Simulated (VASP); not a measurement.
# Pd in VASP: notebook

Aim: see how the results for Pd move with the level of theory and the settings. Levels: LDA, PBEsol+D3(BJ), PBE. Tasks: single point.

Program: VASP 6.6.1. These are calculated values, not measurements. Logs are shortened: lines on timing, memory, paths and dates and some standing lists are left out, and cuts for length are marked.

### 1 The cell of the first run

Symmetry: Fm-3m, No. 225, cubic system. The conventional cell has a = 3.944 Å, b = 3.944 Å, c = 3.944 Å, α = 90.00°, β = 90.00°, γ = 90.00°. Pd (site symmetry m-3m) has 12 Pd at 2.79 Å within 3.7 Å.

### 2 Single point, LDA, non-collinear spin, zero start, spin-orbit coupling

Contents of INCAR:

```
PREC = Accurate
ENCUT = 520
EDIFF = 1E-6
ISMEAR = -1
SIGMA = 0.05
LREAL = False
LASPH = True
NELM = 150
ALGO = Normal
ISIF = 2
LWAVE = False
LCHARG = False
MAGMOM = 0 0 0
LORBIT = 11
LSORBIT = True
GGA_COMPAT = False
LORBMOM = True
LMAXMIX = 4
NBANDS = 21
```

Contents of KPOINTS:

```
regular mesh
0
Gamma
  12 12 12
```

Contents of POSCAR:

```
Pd
1.0
    0.0000000000      1.9721147795      1.9721147795
    1.9721147795      0.0000000000      1.9721147795
    1.9721147795      1.9721147795      0.0000000000
Pd
1
Direct
    0.0000000000      0.0000000000      0.0000000000
```

Potentials or basis: VASP PAW LDA potentials, release 64 (Pd).

Command:

```sh
> cat potpaw_LDA.64/Pd/POTCAR > POTCAR
> mpirun -np 1 vasp_ncl > vasp.out
```

OUTCAR:

```text
PREC = Accurate
   ENCUT = 520
   EDIFF = 1E-6
   ISMEAR = -1
   LREAL = False
   LASPH = True
   NELM = 150
   ISIF = 2
   LORBIT = 11
   LSORBIT = True

 ion  position               nearest neighbor table
   1  0.000  0.000  0.000-

  LATTYP: Found a face centered cubic cell.
 ALAT       =     3.9442295590

  Lattice vectors:

 A1 = (   0.0000000000,   1.9721147795,   1.9721147795)
 A2 = (   1.9721147795,   0.0000000000,   1.9721147795)
 A3 = (   1.9721147795,   1.9721147795,   0.0000000000)

Analysis of symmetry for initial positions (statically):
[... 25 lines left out ...]
The dynamic configuration has the point symmetry O_h .

Analysis of structural, dynamic, and magnetic symmetry:
=====================================================================
 Subroutine PRICEL returns:
[... 7 lines left out ...]
 out of a pool of 48 trial point group operations.

The overall configuration has the point symmetry O_h .

 Subroutine INISYM returns: Found 48 space group operations
[... 5 lines left out ...]
                                     Primitive cell

  volume of cell :      15.3400

  direct lattice vectors                    reciprocal lattice vectors
     0.000000000  1.972114780  1.972114780    -0.253534939  0.253534939  0.253534939
     1.972114780  0.000000000  1.972114780     0.253534939 -0.253534939  0.253534939
     1.972114780  1.972114780  0.000000000     0.253534939  0.253534939 -0.253534939

  length of vectors
     2.788991468  2.788991468  2.788991468     0.439135396  0.439135396  0.439135396

  position of ions in fractional coordinates (direct lattice)
     0.000000000  0.000000000  0.000000000

  ion indices of the primitive-cell ions
   primitive index   ion index
                 1           1

----------------------------------------------------------------------------------------

 KPOINTS: regular mesh

Automatic generation of k-mesh.
 Grid dimensions read from file:
 generate k-points for:   12   12   12

 Generating k-lattice:

  Cartesian coordinates                     Fractional coordinates (reciprocal lattice)
    -0.021127912  0.021127912  0.021127912     0.083333333  0.000000000  0.000000000
     0.021127912 -0.021127912  0.021127912     0.000000000  0.083333333  0.000000000
     0.021127912  0.021127912 -0.021127912     0.000000000  0.000000000  0.083333333

  Length of vectors
     0.036594616  0.036594616  0.036594616

  Shift w.r.t. Gamma in fractional coordinates (k-lattice)
     0.000000000  0.000000000  0.000000000

 Subroutine IBZKPT returns following result:
 ===========================================

 Found     72 irreducible k-points:

 Following reciprocal coordinates:
            Coordinates               Weight
  0.000000  0.000000  0.000000      1.000000
  0.083333  0.000000  0.000000      8.000000
  0.166667  0.000000  0.000000      8.000000
  0.250000  0.000000  0.000000      8.000000
  0.333333  0.000000  0.000000      8.000000
  0.416667  0.000000  0.000000      8.000000
[... 16 lines left out ...]
  0.500000  0.166667  0.000000     24.000000
 -0.416667  0.166667  0.000000     24.000000
 [... further k-points ...]
   k-points           NKPTS =     72   k-points in BZ     NKDIM =     72   number of bands    NBANDS=     21
   number of dos      NEDOS =    301   number of ions     NIONS =      1
   total plane-waves  NPLWV =  13824
   dimension x,y,z NGX =    24 NGY =   24 NGZ =   24
   dimension x,y,z NGXF=    48 NGYF=   48 NGZF=   48
   ions per type =               1
   NGX,Y,Z   is equivalent  to a cutoff of  14.31, 14.31, 14.31 a.u.
   NGXF,Y,Z  is equivalent  to a cutoff of  28.61, 28.61, 28.61 a.u.
 SYSTEM =  unknown system
   PREC   = accura    normal or accurate (medium, high low for compatibility)
   ISTART =      0    job   : 0-new  1-cont  2-samecut
   ICHARG =      2    charge: 1-file 2-atom 10-const
   ISPIN  =      1    spin polarized calculation?
   LNONCOLLINEAR =      T non collinear calculations
   LSORBIT =      T    spin-orbit coupling
   LASPH  =      T    aspherical Exc in radial PAW
   ENCUT  =  520.0 eV  38.22 Ry    6.18 a.u.   5.19  5.19  5.19*2*pi/ulx,y,z
   NELM   =    150;   NELMIN=  2; NELMDL= -5     # of ELM steps
   EDIFF  = 0.1E-05   stopping-criterion for ELM
   LREAL  =      F    real-space projection
   EDIFFG = 0.1E-04   stopping-criterion for IOM
   NSW    =      0    number of steps for IOM
   IBRION =     -1    ionic relax: 0-MD 1-quasi-New 2-CG
   NFREE  =      0    steps in history (QN), initial steepest desc. (CG)
   ISIF   =      2    stress and relaxation
   ISYM   =      2    0-nonsym 1-usesym 2-fastsym
   POTIM  = 0.5000    time-step for ionic-motion
   TEBEG  =    0.0;   TEEND  =   0.0 temperature during run
   PSTRESS=    0.0 pullay stress
   NELECT =      10.0000    total number of electrons
   NUPDOWN=      -1.0000    fix difference up-down
   EMIN   =  10.00;   EMAX   =-10.00  energy-range for DOS
   EFERMI =   0.00;   METHOD = LEGACY
   ISMEAR =    -1;   SIGMA  =   0.05  broadening in eV -4-tet -1-fermi 0-gaus
   EFERMI_NEDOS =   21; number of points for ismear=-14 and -15
   IALGO  =     38    algorithm
   IMIX   =      4    mixing-type and parameters
     AMIX     =   0.40;   BMIX     =  1.00
     AMIX_MAG =   1.60;   BMIX_MAG =  1.00
  volume/ion in A,a.u.               =      15.34       103.52
  Fermi-wavevector in a.u.,A,eV,Ry     =   1.419491  2.682449 27.415123  2.014955
  Thomas-Fermi vector in A             =   2.540506
   LORBIT       =     11    0 simple, 1 ext, 2 COOP (PROOUT), +10 PAW based schemes
   GGA     = CA    functional components
   LHFCALC =     F    Hartree Fock is set to
   AEXX    =    0.0000 exact exchange contribution
   IVDW    =     0    specifies the selected vdW correction
   LEPSILON=     F    determine dielectric tensor
   LRPA    =     F    only Hartree local field effects (RPA)
  energy-cutoff  :      520.00
  volume of cell :       15.34
 maximum number of plane-waves:       864
 NGX is ok and might be reduce to    24
   NGX = 11   NGY = 11   NGZ = 11

 number of electron      10.0000000 magnetization       0.0000000     -0.0000000     -0.0000000

 number of electron      10.0000000 magnetization       0.0000000      0.0000000      0.0000000

 number of electron      10.0000000 magnetization      -0.0000000     -0.0000000     -0.0000000

 Free energy of the ion-electron system (eV)
  ---------------------------------------------------
  ext. energy  EPLUGINS =         0.00000000
  ---------------------------------------------------
  free energy    TOTEN  =        -6.49503517 eV

  energy without entropy =       -6.47531892  energy(sigma->0) =       -6.48517704

 E-fermi :   8.9194     XC(G=0): -13.2810

 val. band max:        8.9185316728   @ k =   0.4167   0.3333   0.0000
 cond. band min:       8.9231100938   @ k =   0.5000   0.0833   0.0000
 fundamental gap:      0.0045784209
 Fermi energy:         8.9193752787

 k-point     1 :       0.0000    0.0000    0.0000
  band No.  band energies     occupation
      1       1.9977      1.00000
      2       1.9977      1.00000
      3       6.0980      1.00000
      4       6.0980      1.00000
      5       6.0980      1.00000
      6       6.0980      1.00000
[... 13 lines left out ...]
     20      30.6171      0.00000
     21      34.8039      0.00000

 k-point     2 :       0.0833    0.0000    0.0000
  band No.  band energies     occupation
      1       2.2396      1.00000
      2       2.2396      1.00000
      3       6.0653      1.00000
      4       6.0653      1.00000
      5       6.1625      1.00000
      6       6.1625      1.00000
[... 13 lines left out ...]
     20      30.8751      0.00000
     21      34.8798      0.00000

 k-point     3 :       0.1667    0.0000    0.0000
  band No.  band energies     occupation
      1       2.8979      1.00000
      2       2.8979      1.00000
      3       5.9643      1.00000
      4       5.9643      1.00000
      5       6.2836      1.00000
      6       6.2836      1.00000
[... 13 lines left out ...]
     20      31.5334      0.00000
     21      34.6028      0.00000

 k-point     4 :       0.2500    0.0000    0.0000
  band No.  band energies     occupation
      1       3.6510      1.00000
      2       3.6510      1.00000
      3       6.1628      1.00000
      4       6.1628      1.00000
      5       6.2992      1.00000
      6       6.2992      1.00000
[... 13 lines left out ...]
     20      32.0514      0.00000
     21      34.2320      0.00000

 k-point     5 :       0.3333    0.0000    0.0000
  band No.  band energies     occupation
      1       3.9410      1.00000
      2       3.9410      1.00000
      3       6.1867      1.00000
      4       6.1867      1.00000
      5       6.5615      1.00000
      6       6.5615      1.00000
[... 13 lines left out ...]
     20      31.2643      0.00000
     21      34.7643      0.00000

 k-point     6 :       0.4167    0.0000    0.0000
  band No.  band energies     occupation
      1       3.9028      1.00000
      2       3.9028      1.00000
      3       6.0638      1.00000
      4       6.0638      1.00000
      5       6.4145      1.00000
      6       6.4145      1.00000
[... 13 lines left out ...]
     20      30.1306      0.00000
     21      35.2911      0.00000

 k-point     7 :       0.5000    0.0000    0.0000
  band No.  band energies     occupation
      1       3.8625      1.00000
      2       3.8625      1.00000
      3       6.0143      1.00000
      4       6.0143      1.00000
      5       6.3569      1.00000
      6       6.3569      1.00000
[... 13 lines left out ...]
     20      29.6842      0.00000
     21      35.0799      0.00000
[... 291 lines left out ...]
      1       3.8403      1.00000
      2       3.8403      1.00000
      3       5.3633      1.00000
      4       5.3633      1.00000
      5       6.6135      1.00000
      6       6.6135      1.00000
[... 13 lines left out ...]
     20      29.4301      0.00000
     21      33.7235      0.00000

 k-point    21 :       0.3333    0.1667    0.0000
  band No.  band energies     occupation
      1       4.3728      1.00000
      2       4.3728      1.00000
      3       5.4472      1.00000
      4       5.4472      1.00000
      5       6.3548      1.00000
      6       6.3548      1.00000
[... 13 lines left out ...]
     20      29.5301      0.00000
     21      34.3002      0.00000

 k-point    22 :       0.4167    0.1667    0.0000
  band No.  band energies     occupation
      1       4.4293      1.00000
      2       4.4293      1.00000
      3       5.8157      1.00000
      4       5.8157      1.00000
      5       6.3525      1.00000
      6       6.3525      1.00000
[... 13 lines left out ...]
     20      28.7351      0.00000
     21      34.8738      0.00000

 k-point    23 :       0.5000    0.1667    0.0000
  band No.  band energies     occupation
      1       4.3988      1.00000
      2       4.3988      1.00000
      3       5.7587      1.00000
      4       5.7587      1.00000
      5       6.7085      1.00000
      6       6.7085      1.00000
[... 13 lines left out ...]
     20      27.8761      0.00000
     21      34.8860      0.00000

 k-point    24 :      -0.4167    0.1667    0.0000
  band No.  band energies     occupation
      1       4.4466      1.00000
      2       4.4466      1.00000
      3       5.7605      1.00000
      4       5.7605      1.00000
      5       6.6979      1.00000
      6       6.6979      1.00000
[... 13 lines left out ...]
     20      28.2705      0.00000
     21      34.8801      0.00000

 [... further k-points ...]
[... 5 lines left out ...]
  --------------------------------------------------------------------------------------
  -------------------------------------------------------------------------------------
  Total       -1.3943351     -1.3943351     -1.3943351      0.0000000      0.0000000     -0.0000000
  in kB     -145.6301164   -145.6301164   -145.6301164      0.0000000      0.0000000     -0.0000000
  external PRESSURE =    -145.6301164 kB  Pullay stress =       0.0000000 kB

 VOLUME and BASIS-vectors are now :
 -----------------------------------------------------------------------------
  energy-cutoff  :      520.00
  volume of cell :       15.34
      direct lattice vectors                 reciprocal lattice vectors
     0.000000000  1.972114780  1.972114780    -0.253534939  0.253534939  0.253534939
     1.972114780  0.000000000  1.972114780     0.253534939 -0.253534939  0.253534939
     1.972114780  1.972114780  0.000000000     0.253534939  0.253534939 -0.253534939

 POSITION                                       TOTAL-FORCE (eV/Angst)
 -----------------------------------------------------------------------------------
      0.00000      0.00000      0.00000         0.000000      0.000000      0.000000
 -----------------------------------------------------------------------------------
    total drift:                               -0.000000      0.000000     -0.000000

  FREE ENERGIE OF THE ION-ELECTRON SYSTEM (eV)
  ---------------------------------------------------
  free  energy   TOTEN  =        -6.4950351730 eV

  energy  without entropy=       -6.4753189170  energy(sigma->0) =       -6.48517704

 orbital moment (x)

 # of ion     p       d       tot
 ----------------------------------------
  1        -0.000   0.000   0.000
 ----------------------------------------
           -0.000   0.000   0.000

 orbital moment (y)

 # of ion     p       d       tot
 ----------------------------------------
  1         0.000  -0.000  -0.000
 ----------------------------------------
            0.000  -0.000  -0.000

 orbital moment (z)

 # of ion     p       d       tot
 ----------------------------------------
  1         0.000   0.000   0.000
 ----------------------------------------
            0.000   0.000   0.000

 Spin-Orbit-Coupling matrix elements

 Ion:    1  E_soc:     -0.0878112
 l=   1
     0.0000000    -0.0024808    -0.0024808
    -0.0024808     0.0000000    -0.0024808
    -0.0024808    -0.0024808     0.0000000
 l=   2
     0.0000000    -0.0024866     0.0000000    -0.0024866    -0.0096677
    -0.0024866     0.0000000    -0.0072508    -0.0024866    -0.0024169
     0.0000000    -0.0072508     0.0000000    -0.0072508     0.0000000
    -0.0024866    -0.0024866    -0.0072508     0.0000000    -0.0024169
    -0.0096677    -0.0024169     0.0000000    -0.0024169     0.0000000
 l=   3
     0.0000000     0.0000000     0.0000000     0.0000000     0.0000000     0.0000000     0.0000000
     0.0000000     0.0000000     0.0000000     0.0000000     0.0000000     0.0000000     0.0000000
     0.0000000     0.0000000     0.0000000     0.0000000     0.0000000     0.0000000     0.0000000
     0.0000000     0.0000000     0.0000000     0.0000000     0.0000000     0.0000000     0.0000000
     0.0000000     0.0000000     0.0000000     0.0000000     0.0000000     0.0000000     0.0000000
     0.0000000     0.0000000     0.0000000     0.0000000     0.0000000     0.0000000     0.0000000
     0.0000000     0.0000000     0.0000000     0.0000000     0.0000000     0.0000000     0.0000000

 total charge

# of ion       s       p       d       tot
------------------------------------------
    1        0.475   0.448   8.432   9.355

 magnetization (x)

# of ion       s       p       d       tot
------------------------------------------
    1        0.000  -0.000   0.000   0.000

 magnetization (y)

# of ion       s       p       d       tot
------------------------------------------
    1        0.000  -0.000  -0.000   0.000

 magnetization (z)

# of ion       s       p       d       tot
------------------------------------------
    1       -0.000   0.000  -0.000  -0.000
```

Wall time 80 s (1 thread of Intel Xeon Platinum 8259CL at 2.50GHz (Skylake/Cascade Lake), shared host); peak memory 0.19 GiB.

What came out:

```yaml
Free_energy: -6.4950 eV
Pressure: -14.6 GPa
Net_moment: 0.00 μB per cell
Valence_electrons_inside_the_program's_atomic_spheres: Pd 9.36
```

Moments on the atoms (μB; x, y, z):
```
Pd  0.00 0.00 0.00
```

(Continued in part 2 of 2.)
